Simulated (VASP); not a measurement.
A run of VASP 6.6.1:

Contents of INCAR:

```
SYSTEM = W
  PREC = Accurate
  ENCUT = 520
  EDIFF = 1E-7
  ISMEAR = -1
  SIGMA = 0.05
  LREAL = .FALSE.
  LASPH = .TRUE.
  NELM = 150
  ALGO = Normal
  ISIF = 2
  LWAVE = .FALSE.
  LCHARG = .FALSE.
  LNONCOLLINEAR = .TRUE.
  MAGMOM = 0 0 0
  LORBIT = 11
  LSORBIT = .TRUE.
  GGA_COMPAT = .FALSE.
  LORBMOM = .TRUE.
  LMAXMIX = 4
  GGA = PE
  NBANDS = 25
```

The input KPOINTS:

```
regular mesh
0
G
  18 18 18
  0 0 0
```

POSCAR

```
W
1.0
   -1.5926060044      1.5926060044      1.5926060044
    1.5926060044     -1.5926060044      1.5926060044
    1.5926060044      1.5926060044     -1.5926060044
W
1
Direct
    0.0000000000      0.0000000000      0.0000000000
```

Potentials or basis: VASP PAW PBE potentials, release 64 (W_sv).

Launch:

```sh
$ cat potpaw_PBE.64/W_sv/POTCAR > POTCAR
$ mpirun -np 1 vasp_ncl > vasp.out
```

Hardware: 1 thread of Intel(R) Xeon(R) 6975P-C (Granite Rapids), on a shared host.

Question: How long does it take, and how much memory?

Answer: Wall time 56 s on 1 thread of Intel(R) Xeon(R) 6975P-C (Granite Rapids) (shared host), peak memory 0.27 GiB. Counts: scf iterations 12, k points 195.
